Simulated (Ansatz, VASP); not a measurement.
**Two plane-wave programs on InO**

```
In O
1.0
     3.63578    0.00000    0.00000
    -1.81789    3.14868    0.00000
     0.00000    0.00000   13.60229
In O
2 2
Direct
  0.66667 0.33333 0.58867
  0.66667 0.33333 0.41133
  0.00000 0.00000 0.63982
  0.00000 0.00000 0.36018
```

Alike in both runs: task single point; functional PBEsol; dispersion D3(BJ); k mesh 12 × 12 × 4; occupations gaussian, width 0.05 eV; no spin polarisation.

|  | VASP | Ansatz |
| --- | --- | --- |
| version | VASP 6.6.1 | Ansatz 0.2.0 |
| potentials or method | VASP PAW PBE potentials, release 64 (In_d, O), cutoff 520 eV | scalar-relativistic, plane waves, PAW |
| valence electrons in the cell | 38 | 38 |

Ansatz gave:

| Property | Result |
| --- | --- |
| gap on the k mesh at the Fermi level (eV) | 0.30 |
| least direct gap on the mesh (eV) | 0.92 |
| rms of the force components (eV/Å) | 1.663 |

Problem. What did VASP give for the same quantities?

Solution. gap on the k mesh at the Fermi level (eV): 0.29; least direct gap on the mesh (eV): 0.91; rms of the force components (eV/Å): 1.660.

VASP's potentials were made for PBE, not for PBEsol. Atom by atom the forces differ by 0.010 eV/Å (rms over components).
